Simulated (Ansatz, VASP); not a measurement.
**MnO2 in VASP and in Ansatz**

INCAR

```
PREC = Accurate
ENCUT = 520
EDIFF = 1E-6
ISMEAR = -1
SIGMA = 0.03
LREAL = F
LASPH = T
NELM = 60
ALGO = Normal
ISIF = 2
LWAVE = F
LCHARG = F
NBANDS = 20
```

File KPOINTS:

```
regular mesh
0
Gamma
  11 11 6
```

Contents of POSCAR:

```
MnO2
1.0
    2.5363671977      0.0000000000      0.0000000000
   -1.2681835988      2.1965584265      0.0000000000
    0.0000000000      0.0000000000      4.0855784404
Mn O
1 2
Direct
    0.0000000000      0.0000000000      0.5000000000
    0.6666666667      0.3333333333      0.2937074300
    0.3333333333      0.6666666667      0.7062925700
```

Input for Ansatz:

```yaml
crystal:
  lattice:
    - [2.5363671977, 0.0, 0.0]
    - [-1.2681835988, 2.1965584265, 0.0]
    - [0.0, 0.0, 4.0855784404]
  atoms:
    - { symbol: Mn, position: [0.0, 0.0, 0.5] }
    - { symbol: O, position: [0.6666666667, 0.3333333333, 0.29370743] }
    - { symbol: O, position: [0.3333333333, 0.6666666667, 0.70629257] }
kpoints:
  mp_grid: { grid: [11, 11, 6] }
scf:
  occupations: { method: fermi_dirac, width: 0.03 }
  lower_state_search: "off"
hamiltonian:
  xc: lda
  pseudopotentials: { kind: paw }
output:
  forces: true
  stress: true
  eigenvalues: true
```

Change from the starting cell: volume scaled by 0.7, no spin polarisation, PAW files.

Alike in both runs: task single point; functional LDA; k mesh 11 × 11 × 6; occupations fermi-dirac, width 0.03 eV; no spin polarisation.

|  | VASP | Ansatz |
| --- | --- | --- |
| version | VASP 6.6.1 | Ansatz 0.2.0 |
| potentials or method | VASP PAW LDA potentials, release 64 (Mn_pv, O) | PAW with Ansatz's default frozen-core files, scalar-relativistic |
| plane-wave cutoff (eV) | 520 | 420 |
| valence electrons in the cell | 25 | 27 |

```tsv
	VASP	Ansatz	Ansatz less VASP
pressure (GPa)	126.6	121.0	-5.64
traceless stress, the component that is largest in VASP (GPa)	-32.39	-30.11	+2.272
rms of the force components (eV/Å)	3.652	3.505	-0.1469
```

LDA's correlation is that of Perdew and Zunger in VASP and of Perdew and Wang (1992) in Ansatz. Atom by atom the forces differ by 0.147 eV/Å (rms over components). Both programs put the cell under a high pressure, so it lies far from rest at this level. VASP's potentials hold 25 valence electrons a cell and Ansatz's 27, so a difference there can come from the potentials and not from the codes.

Noted on VASP's run: the cell as given lies far from equilibrium.
